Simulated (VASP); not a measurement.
Input of a VASP 6.6.1 run:

Contents of POSCAR:

```
InPd
1.0
    3.0882264989      0.0000000000      0.0000000000
    0.0000000000      3.0882264989      0.0000000000
    0.0000000000      0.0000000000      3.0882264989
In Pd
1 1
Direct
    0.5000000000      0.5000000000      0.5000000000
    0.0000000000      0.0000000000      0.0000000000
```

The input INCAR.step1:

```
PREC = Accurate
ENCUT = 600
ISMEAR = 0
SIGMA = 0.1
LREAL = F
LASPH = T
NELM = 60
GGA = PE
ALGO = Normal
EDIFF = 1E-4
LWAVE = T
LCHARG = F
```

Contents of INCAR.step2:

```
PREC = Accurate
ENCUT = 600
EDIFF = 1E-7
ISMEAR = 0
SIGMA = 0.1
LREAL = F
LASPH = T
NELM = 60
ALGO = Normal
ISIF = 3
LWAVE = F
LCHARG = F
METAGGA = R2SCAN
LMIXTAU = T
IBRION = 2
NSW = 80
EDIFFG = -0.05
ISTART = 1
```

File KPOINTS:

```
Automatic mesh
0
Gamma
  6 6 6
```

Potentials or basis: VASP PAW PBE potentials, release 64 (In_d, Pd).

The run is started by

```sh
$ cat potpaw_PBE.64/In_d/POTCAR potpaw_PBE.64/Pd/POTCAR > POTCAR
$ cp INCAR.step1 INCAR
$ mpirun -np 1 vasp_std > vasp.out
$ cp INCAR.step2 INCAR
$ mpirun -np 1 vasp_std > vasp.out
```

Q: What does it give for the relaxed volume?

A: 17.53 Å³/atom.

Q: Predict the relaxed cell.

A: a = 3.273 Å, b = 3.273 Å, c = 3.273 Å, α = 90.00°, β = 90.00°, γ = 90.00°.

Q: Predict the space group after relaxing (to 0.1 Å).

A: Pm-3m (No. 221).

Step by step:
```csv
step,energy change (eV),largest force (eV/Å),pressure (GPa),volume (Å³)
1,0.0000,0.0000,37.01,29.45
2,0.2533,0.0000,-16.11,46.46
3,-0.5374,0.0000,-1.79,35.57
4,-0.5400,0.0000,-0.51,35.21
5,-0.5402,0.0000,0.01,35.07
```

Caveat: the volume moved by over 15 % at a fixed basis, so the end points are rough; the PAW data sets were made with another functional, which shifts forces and pressure a little. Zero-point motion and thermal expansion aren't in these numbers.
